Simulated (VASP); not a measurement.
Wanted: the native input for a VASP 6.6.1 run.

```
Task                   : single point
Functional             : PBEsol
Potentials or basis    : VASP PAW PBE potentials, release 64 (Ir)
Cutoff                 : 520 eV
k mesh                 : 24 × 24 × 24
Occupations            : gaussian, width 0.15 eV
Spin                   : no spin polarisation
Dipole correction      : no
Further INCAR settings : ALGO = Fast; EDIFF = 1e-06; NBANDS = 10
```

The structure of Ir lies in POSCAR:

```
Ir
1.0
    0.0000000000      2.0854598384      1.6266586740
    2.0854598384      0.0000000000      1.6266586740
    2.0854598384      2.0854598384      0.0000000000
Ir
1
Direct
    0.0000000000      0.0000000000      0.0000000000
```

This cell differs from its parent crystal: ratio of the length along z to the lengths across it x 0.78, volume and fractional coordinates fixed.

These files were run (other wordings do the same):

INCAR

```
PREC = Accurate ; ENCUT = 520
EDIFF = 1E-6 ; ISMEAR = 0
SIGMA = 0.15 ; LREAL = F
LASPH = T ; NELM = 60
ALGO = Fast ; ISIF = 2
LWAVE = F ; LCHARG = F
GGA = PS ; NBANDS = 10
```

KPOINTS

```
regular mesh
0
Gamma
  24 24 24
```

Potentials or basis: VASP PAW PBE potentials, release 64 (Ir).

Launch:

```console
$ cat potpaw_PBE.64/Ir/POTCAR > POTCAR
$ mpirun -np 1 vasp_std > vasp.out
```

It gave:

- Pressure: 8.5 GPa

Caveat: the PAW data sets were made with another functional, which shifts forces and pressure a little.

Run time: 2.8 min on 1 thread of AMD EPYC 9R45 (Zen 5), on a shared host, peak memory 0.24 GiB.
